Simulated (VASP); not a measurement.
## Mg16Ge7As (a cell with a defect): electric field gradients with PBE

Mg16Ge7As (a cell with a defect):

```
Mg As Ge
1.0
     0.00000    6.37800    6.37800
     6.37800    0.00000    6.37800
     6.37800    6.37800    0.00000
Mg As Ge
16 1 7
Direct
  0.12500 0.12500 0.12500
  0.12500 0.12500 0.62500
  0.12500 0.62500 0.12500
  0.12500 0.62500 0.62500
  0.62500 0.12500 0.12500
  0.62500 0.12500 0.62500
  0.62500 0.62500 0.12500
  0.62500 0.62500 0.62500
  0.37500 0.37500 0.37500
  0.37500 0.37500 0.87500
  0.37500 0.87500 0.37500
  0.37500 0.87500 0.87500
  0.87500 0.37500 0.37500
  0.87500 0.37500 0.87500
  0.87500 0.87500 0.37500
  0.87500 0.87500 0.87500
  0.00000 0.00000 0.00000
  0.00000 0.00000 0.50000
  0.00000 0.50000 0.00000
  0.00000 0.50000 0.50000
  0.50000 0.00000 0.00000
  0.50000 0.00000 0.50000
  0.50000 0.50000 0.00000
  0.50000 0.50000 0.50000
```

| Quantity | Value |
| --- | --- |
| Program | VASP 6.6.1 |
| Task | electric field gradients |
| Functional | PBE |
| Potentials or basis | VASP PAW PBE potentials, release 64 (Mg, As, Ge_d) |
| Cutoff | 520 eV |
| k mesh | 3 × 3 × 3 |
| Occupations | fermi-dirac, width 0.01 eV |
| Spin | no spin polarisation |
| Dipole correction | no |
| Charge | 1 |
| Further INCAR settings | LREAL = Auto; ALGO = Fast; EDIFF = 1e-08; NBANDS = 86; NELECT = 134.0 |

* Largest force: 0.503 eV/Å
* Largest electric field gradient by atom: Mg +5.6, -0.4 (each value once); As -0.0; Ge +25.7, -0.0 (each value once) V/Å²

Forces on the atoms (eV/Å):
```
Mg   0.291  0.291  0.291
Mg  -0.291 -0.291  0.291
Mg  -0.291  0.291 -0.291
Mg  -0.051  0.051  0.051
Mg   0.291 -0.291 -0.291
Mg   0.051 -0.051  0.051
Mg   0.051  0.051 -0.051
Mg  -0.051 -0.051 -0.051
Mg   0.051  0.051  0.051
Mg  -0.051 -0.051  0.051
Mg  -0.051  0.051 -0.051
Mg  -0.291  0.291  0.291
Mg   0.051 -0.051 -0.051
Mg   0.291 -0.291  0.291
Mg   0.291  0.291 -0.291
Mg  -0.291 -0.291 -0.291
As   0.000  0.000  0.000
Ge   0.000  0.000  0.000
Ge   0.000  0.000  0.000
Ge   0.000  0.000  0.000
Ge   0.000  0.000  0.000
Ge   0.000  0.000  0.000
Ge   0.000  0.000  0.000
Ge   0.000  0.000  0.000
```

Levels at points of the mesh, in eV from the Fermi level:
```tsv
k point	band 64	band 65	band 66	band 67	band 68	band 69	band 70	band 71
(0.00, 0.00, 0.00)	-0.65	-0.15	-0.01	-0.01	-0.01	0.12	0.12	0.49
```

Electric field gradients, principal values (V/Å²):
| atom | least | middle | greatest (by size) |
| --- | --- | --- | --- |
| 1 Mg | -2.785 | -2.785 | 5.571 |
| 2 Mg | -2.785 | -2.785 | 5.571 |
| 3 Mg | -2.785 | -2.785 | 5.571 |
| 4 Mg | 0.178 | 0.178 | -0.355 |
| 5 Mg | -2.785 | -2.785 | 5.571 |
| 6 Mg | 0.178 | 0.178 | -0.355 |
| 7 Mg | 0.178 | 0.178 | -0.355 |
| 8 Mg | 0.178 | 0.178 | -0.355 |
| 9 Mg | 0.178 | 0.178 | -0.355 |
| 10 Mg | 0.178 | 0.178 | -0.355 |
| 11 Mg | 0.178 | 0.178 | -0.355 |
| 12 Mg | -2.785 | -2.785 | 5.571 |
| 13 Mg | 0.178 | 0.178 | -0.355 |
| 14 Mg | -2.785 | -2.785 | 5.571 |
| 15 Mg | -2.785 | -2.785 | 5.571 |
| 16 Mg | -2.785 | -2.785 | 5.571 |
| 17 As | -0.001 | -0.001 | 0.001 |
| 18 Ge | -12.251 | -13.486 | 25.737 |
| 19 Ge | -12.251 | -13.486 | 25.737 |
| 20 Ge | -12.251 | -13.493 | 25.744 |
| 21 Ge | -12.251 | -13.486 | 25.737 |
| 22 Ge | -12.251 | -13.493 | 25.744 |
| 23 Ge | -12.251 | -13.493 | 25.744 |
| 24 Ge | 0.003 | 0.003 | -0.006 |

Wall time 4.9 min on 1 thread of Intel(R) Xeon(R) 6975P-C (Granite Rapids), on a shared host, peak memory 0.77 GiB.

Caveat: the cell carries a net charge on a neutralising background, which shifts energy and pressure; the cell is charged against a uniform background, so pressure and absolute levels hang on convention; without QUAD_EFG the Cq values of the log hold for a quadrupole moment of 1 mb, not for the nuclei.
